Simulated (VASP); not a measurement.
# Zn4HSe4 (a cell with a defect) in VASP: a series of runs, part 2 of 2

VASP 6.6.1.

## (3) Single point, PBEsol

INCAR reads:

```
SYSTEM = Zn4HSe4
  ALGO = Normal
  EDIFF = 1E-7
  ENCUT = 520
  GGA = PS
  ISIF = 2
  ISMEAR = 0
  LASPH = .TRUE.
  LCHARG = .TRUE.
  LELF = .TRUE.
  LREAL = .FALSE.
  LVHAR = .TRUE.
  LWAVE = .FALSE.
  NBANDS = 46
  NELECT = 72.0
  NELM = 100
  PREC = Accurate
  SIGMA = 0.05
```

KPOINTS reads:

```
k-points
0
G
  6 6 6
  0 0 0
```

POSCAR reads:

```
Zn4HSe4
1.0
   -4.0256375597     -4.0256375597      0.0000000000
   -4.0256375597      4.0256375597      0.0000000000
    4.0256375597      0.0000000000     -5.5406228226
Zn Se H
4 4 1
Direct
    0.5000000000      0.5000000000      0.0000000000
    0.0000000000      0.0000000000      0.0000000000
    0.0000000000      0.5000000000      0.0000000000
    0.5000000000      0.0000000000      0.0000000000
    0.1161581573      0.6161581573      0.7323163146
    0.6161581573      0.1161581573      0.7323163146
    0.8838418427      0.8838418427      0.2676836854
    0.3838418427      0.3838418427      0.2676836854
    0.0416371044      0.2083037710     -0.4197305536
```

Potentials or basis: VASP PAW PBE potentials, release 64 (Zn, Se, H).

Launch:

```bash
> cat potpaw_PBE.64/Zn/POTCAR potpaw_PBE.64/Se/POTCAR potpaw_PBE.64/H/POTCAR > POTCAR
> mpirun -np 1 vasp_std > vasp.out
```

OUTCAR:

```text
SYSTEM = Zn4HSe4
   EDIFF = 1E-7
   ENCUT = 520
   GGA = PS
   ISIF = 2
   ISMEAR = 0
   LASPH = .TRUE.
   LREAL = .FALSE.
   NELECT = 72.0
   NELM = 100
   PREC = Accurate

 ion  position               nearest neighbor table
   1  0.500  0.500  0.000-   5 2.50   6 2.50   7 2.50   8 2.50   3 2.85   4 2.85   4 2.85   3 2.85

   2  0.000  0.000  0.000-   5 2.50   6 2.50   7 2.50   8 2.50   3 2.85   4 2.85   3 2.85   4 2.85

   3  0.000  0.500  0.000-   5 2.50   6 2.50   7 2.50   8 2.50   1 2.85   2 2.85   2 2.85   1 2.85

   4  0.500  0.000  0.000-   5 2.50   6 2.50   7 2.50   8 2.50   1 2.85   2 2.85   1 2.85   2 2.85

   5  0.116  0.616  0.732-   1 2.50   2 2.50   3 2.50   4 2.50
   6  0.616  0.116  0.732-   1 2.50   2 2.50   3 2.50   4 2.50
   7  0.884  0.884  0.268-   1 2.50   2 2.50   3 2.50   4 2.50
   8  0.384  0.384  0.268-   1 2.50   2 2.50   3 2.50   4 2.50
   9  0.042  0.208  0.580-

  LATTYP: Found a body centered tetragonal cell.
 ALAT       =     5.6931112341
 C/A-ratio  =     1.9464305526

  Lattice vectors:

 A1 = (   0.0000000000,  -4.0256375597,   5.5406228226)
[... 191 lines left out ...]
 E-fermi :   1.9574     XC(G=0):  -9.5923

 val. band max:        1.6870999099   @ k =   0.0000   0.0000   0.0000
 cond. band min:       2.4209477498   @ k =   0.0000   0.0000   0.0000
 fundamental gap:      0.7338478399
 Fermi energy:         1.9573534861

 k-point     1 :       0.0000    0.0000    0.0000
  band No.  band energies     occupation
      1     -11.9405      2.00000
      2     -10.8985      2.00000
      3     -10.6669      2.00000
      4     -10.4181      2.00000
      5      -5.4529      2.00000
      6      -5.3945      2.00000
[... 1165 lines left out ...]
     45       7.6335      0.00000
     46       7.9512      0.00000

 [... further k-points ...]
[... 5 lines left out ...]
  --------------------------------------------------------------------------------------
  -------------------------------------------------------------------------------------
  Total       -6.8504746     -6.8544490     -9.3567128      2.0135191      1.7468080     -1.7632966
  in kB      -61.1185885    -61.1540479    -83.4787541     17.9642215     15.5846782    -15.7317855
  external PRESSURE =     -68.5837968 kB  Pullay stress =       0.0000000 kB

 VOLUME and BASIS-vectors are now :
 -----------------------------------------------------------------------------
  energy-cutoff  :      520.00
  volume of cell :      179.58
      direct lattice vectors                 reciprocal lattice vectors
    -4.025637560 -4.025637560  0.000000000    -0.124203929 -0.124203929 -0.090242562
    -4.025637560  4.025637560  0.000000000    -0.124203929  0.124203929 -0.090242562
     4.025637560  0.000000000 -5.540622823     0.000000000  0.000000000 -0.180485125

 POSITION                                       TOTAL-FORCE (eV/Angst)
 -----------------------------------------------------------------------------------
     -4.02564      0.00000      0.00000         0.405307     -0.118318     -0.113704
      0.00000      0.00000      0.00000        -0.095998      0.349410     -0.245375
     -2.01282      2.01282      0.00000         0.116833     -0.401083     -0.114311
     -2.01282     -2.01282      0.00000        -0.347149      0.096887     -0.242820
      0.00000      2.01282     -4.05749         0.603480     -0.612497      0.803468
      0.00000     -2.01282     -4.05749        -0.082286      0.080963     -0.045263
     -6.03846      0.00000     -1.48313        -0.484122      0.473176     -1.235646
     -2.01282      0.00000     -1.48313         0.106694     -0.106593      0.169165
      1.32978      0.67094     -3.21505        -0.222759      0.238056      1.024484
 -----------------------------------------------------------------------------------
    total drift:                                0.000022     -0.000059     -0.000056

  FREE ENERGIE OF THE ION-ELECTRON SYSTEM (eV)
  ---------------------------------------------------
  free  energy   TOTEN  =       -29.9718553104 eV

  energy  without entropy=      -29.9718553104  energy(sigma->0) =      -29.97185531
```

OSZICAR:

```text
N       E                     dE             d eps       ncg     rms          rms(c)
DAV:   1     0.551224304272E+03    0.55122E+03   -0.32729E+04 10304   0.180E+03
DAV:   2     0.398166685402E+02   -0.51141E+03   -0.49325E+03 10304   0.413E+02
DAV:   3    -0.282466102800E+02   -0.68063E+02   -0.66850E+02 11642   0.143E+02
DAV:   4    -0.310966979539E+02   -0.28501E+01   -0.28362E+01 12168   0.281E+01
DAV:   5    -0.311242578533E+02   -0.27560E-01   -0.27549E-01 11754   0.271E+00    0.102E+01
DAV:   6    -0.300015069178E+02    0.11228E+01   -0.44053E+00 12984   0.444E+01    0.845E+00
DAV:   7    -0.299862912097E+02    0.15216E-01   -0.13776E+00 11620   0.770E+00    0.382E+00
DAV:   8    -0.299731932189E+02    0.13098E-01   -0.46403E-02 12226   0.189E+00    0.908E-01
DAV:   9    -0.299717499214E+02    0.14433E-02   -0.14017E-02 12430   0.170E+00    0.123E-01
DAV:  10    -0.299718109244E+02   -0.61003E-04   -0.11649E-03 11566   0.476E-01    0.660E-02
DAV:  11    -0.299718503656E+02   -0.39441E-04   -0.27770E-04 13158   0.299E-01    0.217E-02
DAV:  12    -0.299718538279E+02   -0.34623E-05   -0.61151E-05 11530   0.109E-01    0.106E-02
DAV:  13    -0.299718548134E+02   -0.98550E-06   -0.14754E-05 13208   0.420E-02    0.453E-03
DAV:  14    -0.299718552135E+02   -0.40006E-06   -0.29607E-06 11542   0.283E-02    0.176E-03
DAV:  15    -0.299718553104E+02   -0.96908E-07   -0.58993E-07 11816   0.109E-02
   1 F= -.29971855E+02 E0= -.29971855E+02  d E =-.267988E-16
```

stdout:

```text
POSCAR found type information on POSCAR ZnSeH
 POSCAR found :  3 types and       9 ions
 scaLAPACK will be used
 -----------------------------------------------------------------------------
|                                                                             |
|                                                                             |
|     You enforced a specific xc type in the INCAR file but a different       |
|     I HOPE YOU KNOW WHAT YOU ARE DOING!                                     |
|                                                                             |
 -----------------------------------------------------------------------------

 LDA part: xc-table for (Slater+PW92), standard interpolation
 POSCAR, INCAR and KPOINTS ok, starting setup
 FFT: planning ... GRIDC
 FFT: planning ... GRID_SOFT
 FFT: planning ... GRID
 WAVECAR not read
 entering main loop
 the old and the new charge density differ
 old charge density:    73.00000 new   72.00000
    0.102E+01
```

It took 25 min on 1 thread of Oxide Virtual Turin-like, shared host; peak memory 0.78 GiB.

What came out:

* Free energy: -29.9719 eV
* Largest force: 1.409 eV/Å

Forces on the atoms (eV/Å):
```
Zn   0.405 -0.118 -0.114
Zn  -0.096  0.349 -0.245
Zn   0.117 -0.401 -0.114
Zn  -0.347  0.097 -0.243
Se   0.603 -0.612  0.803
Se  -0.082  0.081 -0.045
Se  -0.484  0.473 -1.236
Se   0.107 -0.107  0.169
H   -0.223  0.238  1.024
```

Caveat: the cell carries a net charge on a neutralising background, which shifts energy and pressure; the cell is charged against a uniform background, so pressure and absolute levels hang on convention; the PAW data sets were made with another functional, which shifts forces and pressure a little.
